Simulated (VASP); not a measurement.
# Cl in VASP: notebook

Runs on Cl. Level: PBE+D3(BJ). Tasks: single point, relaxation of the atoms.

Everything below comes from runs of VASP 6.6.1. Logs are shortened: lines on timing, memory, paths and dates and some standing lists are left out, and cuts for length are marked.

### 1 The cell of the first run

The cell holds an amorphous packing of atoms, 16 atoms: a = 8.434 Å, b = 8.434 Å, c = 8.434 Å, α = 90.00°, β = 90.00°, γ = 90.00°.

### 2 Single point, PBE+D3(BJ)

INCAR

```
SYSTEM = Cl
ALGO     = Normal         ! electronic algorithm
EDIFF    = 1E-6           ! SCF threshold, eV
ENCUT    = 520            ! plane-wave cutoff, eV
GGA      = PE             ! functional
ISIF     = 2              ! what is computed and relaxed
ISMEAR   = -1             ! smearing method
IVDW     = 12             ! dispersion correction
LASPH    = .True.         ! aspherical terms in the spheres
LCHARG   = .False.        ! write CHGCAR
LREAL    = Auto         
LWAVE    = .False.        ! write WAVECAR
NBANDS   = 70             ! bands
NELM     = 80             ! most SCF steps
PREC     = Accurate       ! precision mode
SIGMA    = 0.02           ! smearing width, eV
```

KPOINTS

```
k-points
0
Gamma
  1 1 1
  0 0 0
```

POSCAR

```
Cl
1.0
    8.4343270000      0.0000000000      0.0000000000
    0.0000000000      8.4343270000      0.0000000000
    0.0000000000      0.0000000000      8.4343270000
Cl
16
Direct
    0.8019134188      0.3699998826      1.1516864357
    0.9961790668      0.2907997283      1.0302303906
    0.3500457120     -0.1159902859     -0.0282535880
    0.4292814353     -0.1082362588     -0.2570922375
    0.3411534791      0.6206778561      0.3451846247
    0.2562860084      0.7787106191      0.4781531473
    0.6742090981      0.9453036383      0.0899182590
    0.9057272738      0.9328782249      0.0171560813
    0.5556104239      0.0433466713      0.4756988910
    0.4292577226      0.2483778492      0.5080191935
    1.1175876866      0.1677075124      0.6980284260
    0.8931714409      0.2019129683      0.5864842565
    0.3415210247      0.2845751653     -0.0500691994
    0.3865512921      0.5072129644     -0.1267439595
    0.6670360303      0.5624989403      0.6030119534
    0.7687394620      0.7300523207      0.7460109147
```

Potentials or basis: VASP PAW PBE potentials, release 64 (Cl).

Run with:

```console
$ cat potpaw_PBE.64/Cl/POTCAR > POTCAR
$ mpirun -np 1 vasp_gam > vasp.out
```

OUTCAR:

```text
SYSTEM = Cl
   EDIFF = 1E-6
   ENCUT = 520
   GGA = PE
   ISIF = 2
   ISMEAR = -1
   IVDW = 12
   LASPH = .True.
   LREAL = Auto
   NELM = 80
   PREC = Accurate
 IVDW          = 12

 ion  position               nearest neighbor table
   1  0.802  0.370  0.152-   2 2.04
   2  0.996  0.291  0.030-   1 2.04
   3  0.350  0.884  0.972-   4 2.04
   4  0.429  0.892  0.743-   3 2.04
   5  0.341  0.621  0.345-   6 1.88
   6  0.256  0.779  0.478-   5 1.88
[... 8 lines left out ...]
  15  0.667  0.562  0.603-  16 2.05
  16  0.769  0.730  0.746-  15 2.05

  LATTYP: Found a simple cubic cell.
 ALAT       =     8.4343270000

  Lattice vectors:

 A1 = (   8.4343270000,   0.0000000000,   0.0000000000)
 A2 = (   0.0000000000,   8.4343270000,   0.0000000000)
 A3 = (   0.0000000000,   0.0000000000,   8.4343270000)

Analysis of symmetry for initial positions (statically):
=====================================================================
 Subroutine PRICEL returns:
 Original cell was already a primitive cell.

 Routine SETGRP: Setting up the symmetry group for a
 simple cubic supercell.

 Subroutine GETGRP returns: Found  1 space group operations
 (whereof  1 operations were pure point group operations)
 out of a pool of 48 trial point group operations.

The static configuration has the point symmetry C_1 .

Analysis of symmetry for dynamics (positions and initial velocities):
=====================================================================
 Subroutine PRICEL returns:
 Original cell was already a primitive cell.

 Routine SETGRP: Setting up the symmetry group for a
 simple cubic supercell.

 Subroutine GETGRP returns: Found  1 space group operations
 (whereof  1 operations were pure point group operations)
 out of a pool of 48 trial point group operations.

The dynamic configuration has the point symmetry C_1 .

 Subroutine INISYM returns: Found  1 space group operations
 (whereof  1 operations are pure point group operations),
 and found     1 'primitive' translations

----------------------------------------------------------------------------------------

                                     Primitive cell

  volume of cell :     600.0001

  direct lattice vectors                    reciprocal lattice vectors
     8.434327000  0.000000000  0.000000000     0.118563105  0.000000000  0.000000000
     0.000000000  8.434327000  0.000000000     0.000000000  0.118563105  0.000000000
     0.000000000  0.000000000  8.434327000     0.000000000  0.000000000  0.118563105

  length of vectors
     8.434327000  8.434327000  8.434327000     0.118563105  0.118563105  0.118563105

  position of ions in fractional coordinates (direct lattice)
     0.801913419  0.369999883  0.151686436
     0.996179067  0.290799728  0.030230391
     0.350045712  0.884009714  0.971746412
     0.429281435  0.891763741  0.742907763
     0.341153479  0.620677856  0.345184625
     0.256286008  0.778710619  0.478153147
[... 8 lines left out ...]
     0.667036030  0.562498940  0.603011953
     0.768739462  0.730052321  0.746010915

  ion indices of the primitive-cell ions
   primitive index   ion index
                 1           1
                 2           2
                 3           3
                 4           4
                 5           5
                 6           6
[... 8 lines left out ...]
                15          15
                16          16

----------------------------------------------------------------------------------------

 KPOINTS: k-points

Automatic generation of k-mesh.
 Grid dimensions read from file:
 generate k-points for:    1    1    1

 Generating k-lattice:

  Cartesian coordinates                     Fractional coordinates (reciprocal lattice)
     0.118563105  0.000000000  0.000000000     1.000000000  0.000000000  0.000000000
     0.000000000  0.118563105  0.000000000     0.000000000  1.000000000  0.000000000
     0.000000000  0.000000000  0.118563105     0.000000000  0.000000000  1.000000000

  Length of vectors
     0.118563105  0.118563105  0.118563105

  Shift w.r.t. Gamma in fractional coordinates (k-lattice)
     0.000000000  0.000000000  0.000000000

 Subroutine IBZKPT returns following result:
 ===========================================

 Found      1 irreducible k-points:

 Following reciprocal coordinates:
            Coordinates               Weight
  0.000000  0.000000  0.000000      1.000000
   k-points           NKPTS =      1   k-points in BZ     NKDIM =      1   number of bands    NBANDS=     70
   number of dos      NEDOS =    301   number of ions     NIONS =     16
   total plane-waves  NPLWV = 262144
   dimension x,y,z NGX =    64 NGY =   64 NGZ =   64
   dimension x,y,z NGXF=   128 NGYF=  128 NGZF=  128
   ions per type =              16
   NGX,Y,Z   is equivalent  to a cutoff of  12.61, 12.61, 12.61 a.u.
   NGXF,Y,Z  is equivalent  to a cutoff of  25.23, 25.23, 25.23 a.u.
 SYSTEM =  Cl
   PREC   = accura    normal or accurate (medium, high low for compatibility)
   ISTART =      0    job   : 0-new  1-cont  2-samecut
   ICHARG =      2    charge: 1-file 2-atom 10-const
   ISPIN  =      1    spin polarized calculation?
   LNONCOLLINEAR =      F non collinear calculations
   LSORBIT =      F    spin-orbit coupling
   LASPH  =      T    aspherical Exc in radial PAW
   ENCUT  =  520.0 eV  38.22 Ry    6.18 a.u.  15.68 15.68 15.68*2*pi/ulx,y,z
   NELM   =     80;   NELMIN=  2; NELMDL= -5     # of ELM steps
   EDIFF  = 0.1E-05   stopping-criterion for ELM
   LREAL  =      T    real-space projection
   EDIFFG = 0.1E-04   stopping-criterion for IOM
   NSW    =      0    number of steps for IOM
   IBRION =     -1    ionic relax: 0-MD 1-quasi-New 2-CG
   NFREE  =      0    steps in history (QN), initial steepest desc. (CG)
   ISIF   =      2    stress and relaxation
   ISYM   =      2    0-nonsym 1-usesym 2-fastsym
   POTIM  = 0.5000    time-step for ionic-motion
   TEBEG  =    0.0;   TEEND  =   0.0 temperature during run
   PSTRESS=    0.0 pullay stress
   NELECT =     112.0000    total number of electrons
   NUPDOWN=      -1.0000    fix difference up-down
   EMIN   =  10.00;   EMAX   =-10.00  energy-range for DOS
   EFERMI =   0.00;   METHOD = LEGACY
   ISMEAR =    -1;   SIGMA  =   0.02  broadening in eV -4-tet -1-fermi 0-gaus
   EFERMI_NEDOS =   21; number of points for ismear=-14 and -15
   IALGO  =     38    algorithm
   IMIX   =      4    mixing-type and parameters
     AMIX     =   0.40;   BMIX     =  1.00
     AMIX_MAG =   1.60;   BMIX_MAG =  1.00
  volume/ion in A,a.u.               =      37.50       253.06
  Fermi-wavevector in a.u.,A,eV,Ry     =   0.935615  1.768056 11.910200  0.875375
  Thomas-Fermi vector in A             =   2.062540
   LORBIT       =      0    0 simple, 1 ext, 2 COOP (PROOUT), +10 PAW based schemes
   GGA     = PE    functional components
   LHFCALC =     F    Hartree Fock is set to
   AEXX    =    0.0000 exact exchange contribution
   IVDW    =    12    specifies the selected vdW correction
   LEPSILON=     F    determine dielectric tensor
   LRPA    =     F    only Hartree local field effects (RPA)
 non-spin polarized calculation
  energy-cutoff  :      520.00
  volume of cell :      600.00
 maximum number of plane-waves:      8068
 NGX is ok and might be reduce to    64
   NGX = 31   NGY = 31   NGZ = 31

 number of electron     111.9999999 magnetization

 Free energy of the ion-electron system (eV)
  ---------------------------------------------------
  ext. energy  EPLUGINS =         0.00000000
  ---------------------------------------------------
  free energy    TOTEN  =       -27.88195032 eV

  energy without entropy =      -27.88195032  energy(sigma->0) =      -27.88195032

 E-fermi :  -1.1538     XC(G=0):  -6.5060

 val. band max:       -1.6478445001   @ k =   0.0000   0.0000   0.0000
 cond. band min:      -0.0948245935   @ k =   0.0000   0.0000   0.0000
 fundamental gap:      1.5530199066
 Fermi energy:        -1.1538062467

 k-point     1 :       0.0000    0.0000    0.0000
  band No.  band energies     occupation
      1     -19.6462      2.00000
      2     -18.8020      2.00000
      3     -18.6423      2.00000
      4     -18.5168      2.00000
      5     -18.1156      2.00000
      6     -17.9642      2.00000
[... 60 lines left out ...]
     67       5.8047      0.00000
     68       5.9260      0.00000
 [bands above 68 left out]

------------------------ aborting loop because EDIFF is reached ----------------------------------------

 Edisp (eV)   -1.80767

 E8    (eV) :    -0.5973

  FORCE on cell =-STRESS in cart. coord.  units (eV):
  Direction    XX          YY          ZZ          XY          YZ          ZX
  --------------------------------------------------------------------------------------
  -------------------------------------------------------------------------------------
  Total      -0.75612     0.67003     2.75351     0.71002     2.32636    -1.65206
  in kB      -2.01906     1.78918     7.35269     1.89596     6.21207    -4.41148
  external pressure =        2.37 kB  Pullay stress =        0.00 kB

 VOLUME and BASIS-vectors are now :
 -----------------------------------------------------------------------------
  energy-cutoff  :      520.00
  volume of cell :      600.00
      direct lattice vectors                 reciprocal lattice vectors
     8.434327000  0.000000000  0.000000000     0.118563105  0.000000000  0.000000000
     0.000000000  8.434327000  0.000000000     0.000000000  0.118563105  0.000000000
     0.000000000  0.000000000  8.434327000     0.000000000  0.000000000  0.118563105

 POSITION                                       TOTAL-FORCE (eV/Angst)
 -----------------------------------------------------------------------------------
      6.76360      3.12070      1.27937         0.390110     -0.188704     -0.248658
      8.40210      2.45270      0.25497        -0.563639      0.858615      0.472314
      2.95240      7.45603      8.19603        -0.342323      0.077229     -0.030461
      3.62070      7.52143      6.26593        -0.278044      0.536661      1.166856
      2.87740      5.23500      2.91140         0.883907     -1.947579     -1.746914
      2.16160      6.56790      4.03290        -1.364824      1.547204      1.053435
[... 8 lines left out ...]
      5.62600      4.74430      5.08600         0.326765      0.490506      0.196361
      6.48380      6.15750      6.29210         0.242529     -0.606555     -0.326017
 -----------------------------------------------------------------------------------
    total drift:                                0.003075      0.001691      0.002564

  FREE ENERGIE OF THE ION-ELECTRON SYSTEM (eV)
  ---------------------------------------------------
  free  energy   TOTEN  =       -29.6896175800 eV

  energy  without entropy=      -29.6896175800  energy(sigma->0) =      -29.68961758
```

Wall time 28 s (1 thread of Intel Xeon 6975P-C (Granite Rapids), shared host); peak memory 0.5 GiB.

What came out:

```yaml
Free_energy: -29.6896 eV
Pressure: 0.2 GPa
Largest_force: 2.762 eV/Å
Band_gap_on_the_k_mesh: 1.55 eV
Dispersion_energy_per_atom: -0.113 eV
```

Forces on the atoms (eV/Å):
```
Cl   0.390 -0.189 -0.249
Cl  -0.564  0.859  0.472
Cl  -0.342  0.077 -0.030
Cl  -0.278  0.537  1.167
Cl   0.884 -1.948 -1.747
Cl  -1.365  1.547  1.053
Cl   0.692 -0.110 -0.298
Cl  -0.453 -0.473  0.146
Cl  -0.239  0.842 -0.291
Cl   0.723 -0.646 -0.303
Cl  -1.717  0.207 -0.799
Cl   1.459 -0.339  0.683
Cl   0.534  0.131 -0.004
Cl  -0.294 -0.380  0.329
Cl   0.327  0.491  0.196
Cl   0.243 -0.607 -0.326
```

Stress tensor (GPa, compression positive):
```
-0.20  0.19 -0.44
 0.19  0.18  0.62
-0.44  0.62  0.74
```

Caveat: the k points lie up to 0.74 Å⁻¹ apart.

### 3 Single point, PBE+D3(BJ)

INCAR

```
SYSTEM = Cl
  PREC = Accurate
  ENCUT = 520
  EDIFF = 1E-6
  ISMEAR = -1
  SIGMA = 0.02
  LREAL = Auto
  LASPH = .TRUE.
  NELM = 60
  ALGO = Normal
  ISIF = 2
  LWAVE = .FALSE.
  LCHARG = .FALSE.
  GGA = PE
  IVDW = 12
  NBANDS = 70
```

KPOINTS

```
regular mesh
0
G
  1 1 1
  0 0 0
```

POSCAR

```
Cl
1.0
    8.4343270000      0.0000000000      0.0000000000
    0.0000000000      8.4343270000      0.0000000000
    0.0000000000      0.0000000000      8.4343270000
Cl
16
Direct
    0.7663326309      0.4360513886      1.1663052666
    0.9926458863      0.4293051479      1.1076520984
    0.3064144893     -0.1116390199     -0.1225231130
    0.4187411752     -0.1702210502     -0.3511839178
    0.3578827333      0.7603451941      0.3296410016
    0.1849940132      0.6431929898      0.4007670084
    0.6787026398      0.7475759477      0.0425048732
    0.8947009050      0.8215593254      0.0599692186
    0.4853854967      0.1199858625      0.3828758359
    0.6197530639      0.3170970251      0.3899777659
    1.2196468076      0.2208119273      0.5750310606
    1.0591479320      0.3801488844      0.6589974517
    0.4090901384      0.2471447929      0.0328894054
    0.3422205471      0.4653364756      0.0312769472
    0.7470187011      0.7492595438      0.4578669999
    0.8472400940      0.6284318832      0.6672494439
```

Potentials or basis: VASP PAW PBE potentials, release 64 (Cl).

Run with:

```console
$ cat potpaw_PBE.64/Cl/POTCAR > POTCAR
$ mpirun -np 1 vasp_gam > vasp.out
```

Run time: 33 s. Hardware: 1 thread of Intel Xeon 6975P-C (Granite Rapids), shared host; peak memory 0.49 GiB.

It converged, with:

```
Free energy                : -28.7478 eV
Pressure                   : 1.5 GPa
Largest force              : 3.245 eV/Å
Band gap on the k mesh     : 0.40 eV
Dispersion energy per atom : -0.114 eV
```

Forces on the atoms (eV/Å):
```
Cl   0.312 -0.247 -0.321
Cl   0.972  0.101 -0.608
Cl   0.892 -0.653 -1.171
Cl  -0.899  0.476  1.858
Cl   2.432  1.666 -1.356
Cl  -2.446 -1.560  1.039
Cl  -1.521  0.410 -0.420
Cl   1.275  0.598  0.088
Cl  -0.117 -0.324  0.395
Cl  -0.766 -0.629  0.815
Cl   0.022  0.106  0.179
Cl   0.126 -0.417 -0.248
Cl   0.296 -1.495 -0.358
Cl  -0.319  1.562 -0.078
Cl   0.968 -1.082  1.625
Cl  -1.228  1.488 -1.438
```

Stress tensor (GPa, compression positive):
```
 2.54  1.03 -1.10
 1.03  2.20 -0.47
-1.10 -0.47 -0.36
```

Levels at points of the mesh, in eV from the valence-band top:
| k point | band 52 | band 53 | band 54 | band 55 | band 56 | band 57 | band 58 | band 59 | band 60 | band 61 |
| --- | --- | --- | --- | --- | --- | --- | --- | --- | --- | --- |
| (0.00, 0.00, 0.00) | -0.84 | -0.67 | -0.66 | -0.53 | 0.00 | 0.40 | 1.08 | 1.83 | 2.49 | 2.55 |

Caveat: the k points lie up to 0.74 Å⁻¹ apart.

### 4 Relaxation of the atoms, PBE+D3(BJ)

INCAR

```
  PREC = Accurate
  ENCUT = 520
  EDIFF = 1E-6
  ISMEAR = -1
  SIGMA = 0.02
  LREAL = Auto
  LASPH = T
  NELM = 80
  ALGO = Normal
  ISIF = 2
  LWAVE = F
  LCHARG = F
  GGA = PE
  IVDW = 12
  IBRION = 2
  NSW = 35
  EDIFFG = -0.3
```

KPOINTS

```
Automatic mesh
0
Gamma
  1 1 1
```

POSCAR

```
Cl
1.0
    8.4343270000      0.0000000000      0.0000000000
    0.0000000000      8.4343270000      0.0000000000
    0.0000000000      0.0000000000      8.4343270000
Cl
16
Direct
    0.9729311000      0.5503716000      0.8525160000
    0.8659043000      0.4122899000      1.0154848000
    0.1038754000      0.0066256000      0.2445931000
    0.1510494000      0.0294426000      0.0114964000
    0.3059921000      0.7915748000      0.6094833000
    0.0948809000      0.9021607000      0.5926628000
    0.6382098000      0.9231775000      0.2389059000
    0.7977487000      0.8890184000      0.0643764000
    0.4566064000      0.2852001000      0.4128042000
    0.4601145000      0.1447672000      0.6060564000
    0.8513151000      0.2115306000      0.5218293000
    0.8521449000      0.1294015000      0.7461821000
    0.2246968000      0.3882703000      0.0580877000
    0.3377848000      0.5667696000      0.1695739000
    0.6667114000      0.5570310000      0.5318521000
    0.7145186000      0.7847628000      0.5860073000
```

Run with:

```console
$ cat potpaw_PBE.64/Cl/POTCAR > POTCAR
$ mpirun -np 1 vasp_gam > vasp.out
```

Run time: 2.3 min. Hardware: 1 thread of Intel Xeon 6975P-C (Granite Rapids), shared host; peak memory 0.58 GiB.

The run converged. Its results:

```yaml
Free_energy: -30.7331 eV
Energy_gained_by_relaxing: 30.6 meV/atom
Ionic_steps: 8
Pressure_after_relaxing: 0.0 GPa
Largest_force_after_relaxing: 0.198 eV/Å
Band_gap_on_the_k_mesh: 2.43 eV
Dispersion_energy_per_atom: -0.112 eV
```

Forces in eV/Å, atoms in the order of the input:
```
Cl   0.128  0.024  0.014
Cl  -0.087  0.016  0.177
Cl  -0.042 -0.166 -0.019
Cl   0.119 -0.006 -0.013
Cl  -0.036 -0.027 -0.016
Cl   0.156 -0.090  0.081
Cl  -0.108  0.049  0.093
Cl  -0.051 -0.067 -0.160
Cl  -0.039  0.056  0.071
Cl  -0.023  0.004  0.018
Cl   0.076 -0.047  0.036
Cl  -0.018 -0.028 -0.079
Cl  -0.016  0.028 -0.142
Cl   0.020  0.036 -0.057
Cl  -0.056  0.146  0.004
Cl  -0.024  0.072 -0.008
```

Stress tensor (GPa, compression positive):
```
 0.19 -0.13  0.07
-0.13  0.05 -0.07
 0.07 -0.07 -0.18
```

The path:
```tsv
step	energy change (eV)	largest force (eV/Å)	pressure (GPa)
1	0.0000	0.9741	0.11
2	-0.0951	0.6441	0.69
3	-0.0971	0.6612	0.79
4	-0.1802	0.5398	0.65
5	-0.3549	0.3329	0.24
6	-0.4166	1.0484	-0.51
7	-0.4360	0.7160	-0.28
8	-0.4890	0.1979	0.02
```

Final structure:
```
Cl
1.0
     8.43433    0.00000    0.00000
     0.00000    8.43433    0.00000
     0.00000    0.00000    8.43433
Cl
16
Direct
  0.94789 0.55797 0.84758
  0.84278 0.43024 0.01477
  0.12949 0.00677 0.24915
  0.15003 0.01676 0.01094
  0.31517 0.77709 0.60246
  0.10801 0.89372 0.60167
  0.63269 0.92647 0.22737
  0.77284 0.88000 0.04365
  0.44555 0.29194 0.41512
  0.45707 0.14828 0.60201
  0.86047 0.20571 0.51940
  0.84300 0.13197 0.74493
  0.27055 0.37020 0.07930
  0.34677 0.57733 0.16772
  0.66363 0.56978 0.52485
  0.70855 0.78816 0.61099
```

Levels at points of the mesh, in eV from the valence-band top:
```
           k point  band 52  band 53  band 54  band 55  band 56  band 57  band 58  band 59  band 60  band 61
(0.00, 0.00, 0.00)    -0.21    -0.16    -0.13    -0.11     0.00     2.43     2.55     2.66     2.75     2.83
```

Caveat: the k points lie up to 0.74 Å⁻¹ apart; the relaxation stopped at a loose force limit of 0.3 eV/Å, so its end isn't a converged minimum.
